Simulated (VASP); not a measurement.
# InP: single point with B3LYP

Crystal: InP.

```xyz
2
Lattice="0.0000 2.9691 2.9691 2.9691 0.0000 2.9691 2.9691 2.9691 0.0000" Properties=species:S:1:pos:R:3 pbc="T T T"
In    0.0000    0.0000    0.0000
P     4.4536    4.4536    4.4536
```

```yaml
Program: VASP 6.6.1
Task: single point
Functional: B3LYP
Potentials_or_basis: VASP PAW PBE potentials, release 64 (In_d, P)
Cutoff: 520 eV
k_mesh: 4 × 4 × 4
Occupations: fermi-dirac, width 0.05 eV
Spin: no spin polarisation
```

* Pressure: 1.5 GPa
* Band gap on the k mesh: 1.59 eV, direct

Levels at points of the mesh, in eV from the valence-band top:
```tsv
k point	band 7	band 8	band 9	band 10	band 11	band 12
(0.00, 0.00, 0.00)	0.00	0.00	0.00	1.59	5.35	5.35
(0.50, 0.00, 0.00)	-5.97	-0.99	-0.99	2.56	6.12	6.12
(0.50, 0.50, 0.00)	-6.04	-2.36	-2.36	2.99	3.49	10.53
```

Run time: 4.1 min on 1 thread of Intel(R) Xeon(R) Platinum 8375C CPU @ 2.90GHz (Ice Lake) (shared host), peak memory 0.18 GiB.

Caveat: the k points lie up to 0.46 Å⁻¹ apart; the PAW data sets were made with another functional, which shifts forces and pressure a little; spin-orbit coupling is left out, which moves the levels of the heavy elements.
